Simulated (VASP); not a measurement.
Set up this calculation in VASP 6.6.1, as the native input.

| Item | Value |
| --- | --- |
| Task | relaxation of cell and atoms |
| Functional | PBE |
| Potentials or basis | VASP PAW PBE potentials, release 64 (Pd, Pt) |
| Cutoff | 600 eV |
| k mesh | 4 × 4 × 4 |
| Occupations | gaussian, width 0.1 eV |
| Spin | no spin polarisation |
| Dipole correction | no |
| Further INCAR settings | ALGO = Normal; EDIFF = 1e-06; IBRION = 2; EDIFFG = -0.04; NSW = 90; ISIF = 3 |

The structure of PdPt2 lies in POSCAR:

```
PdPt2
1.0
    0.0000000000      3.6106188000      3.6106188000
    3.6106188000      0.0000000000      3.6106188000
    3.6106188000      3.6106188000      0.0000000000
Pd Pt
2 4
Direct
    0.5000000000      0.5000000000      0.5000000000
    0.7500000000      0.7500000000      0.7500000000
    0.6250000000      0.1250000000      0.1250000000
    0.1250000000      0.1250000000      0.1250000000
    0.1250000000      0.1250000000      0.6250000000
    0.1250000000      0.6250000000      0.1250000000
```

The input as run:

INCAR

```
SYSTEM = PdPt2
PREC = Accurate ; ENCUT = 600
EDIFF = 1E-6 ; ISMEAR = 0
SIGMA = 0.1 ; LREAL = .False.
LASPH = .True. ; NELM = 60
ALGO = Normal ; ISIF = 3
LWAVE = .False. ; LCHARG = .False.
GGA = PE ; IBRION = 2
NSW = 90 ; EDIFFG = -0.04
```

KPOINTS

```
regular mesh
0
Gamma
  4 4 4
  0 0 0
```

Potentials or basis: VASP PAW PBE potentials, release 64 (Pd, Pt).

Command:

```console
$ cat potpaw_PBE.64/Pd/POTCAR potpaw_PBE.64/Pt/POTCAR > POTCAR
$ mpirun -np 1 vasp_std > vasp.out
```

It gave:

```yaml
Relaxed_volume: 16.83 Å³/atom
Relaxed_cell: a = 5.227 Å, b = 5.227 Å, c = 5.227 Å, α = 60.00°, β = 60.00°, γ = 60.00°
Space_group_after_relaxing_to_0.05_Å: Fd-3m (No. 227)
Energy_gained_by_relaxing: 52.6 meV/atom
Ionic_steps: 4
Pressure_after_relaxing: -0.1 GPa
Band_gap_on_the_k_mesh: zero (band 30 reaches 10.19 eV, above the bottom of band 31 at 8.55 eV)
```

Caveat: the k points lie up to 0.37 Å⁻¹ apart in the final cell; spin-orbit coupling is left out, which moves the levels of the heavy elements.

It took 120 s on 1 thread of Intel(R) Xeon(R) Platinum 8488C (Sapphire Rapids) (shared host), peak memory 0.27 GiB.
